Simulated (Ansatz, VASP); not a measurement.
## One calculation of Al3GaO6, two programs

```
CELL_PARAMETERS angstrom
2.43550 1.40614 4.41465
-2.43550 1.40614 4.41465
0.00000 -2.81228 4.41465
ATOMIC_POSITIONS crystal
Al 0.14801 0.14801 0.14801
Al 0.35354 0.35354 0.35354
Al 0.84894 0.84894 0.84894
Ga 0.64142 0.64142 0.64142
O 0.23426 0.55710 0.95816
O 0.55710 0.95816 0.23426
O 0.95816 0.23426 0.55710
O 0.74868 0.44356 0.06634
O 0.44356 0.06634 0.74868
O 0.06634 0.74868 0.44356
```

Alike in both runs: functional PBE; k mesh 6 × 6 × 6; no spin polarisation.

Ansatz relaxed the structure, and its values are those at the end. VASP's run is a single point on that final structure, the one shown.

```csv
,VASP,Ansatz
version,VASP 6.6.1,Ansatz 0.2.0
potentials or method,"VASP PAW PBE potentials, release 64 (Al, Ga_d, O), cutoff 600 eV","scalar-relativistic, plane waves, PAW"
occupations,"gaussian, width 0.01 eV",fixed
valence electrons in the cell,58,58
```

Ansatz gave:

* gap on the k mesh at the Fermi level (eV): 4.57
* least direct gap on the mesh (eV): 4.64
* pressure (GPa): 0.0
* rms of the force components (eV/Å): 0.000

Estimate VASP's values.

gap on the k mesh at the Fermi level (eV): 4.56; least direct gap on the mesh (eV): 4.63; pressure (GPa): -0.2; rms of the force components (eV/Å): 0.018.
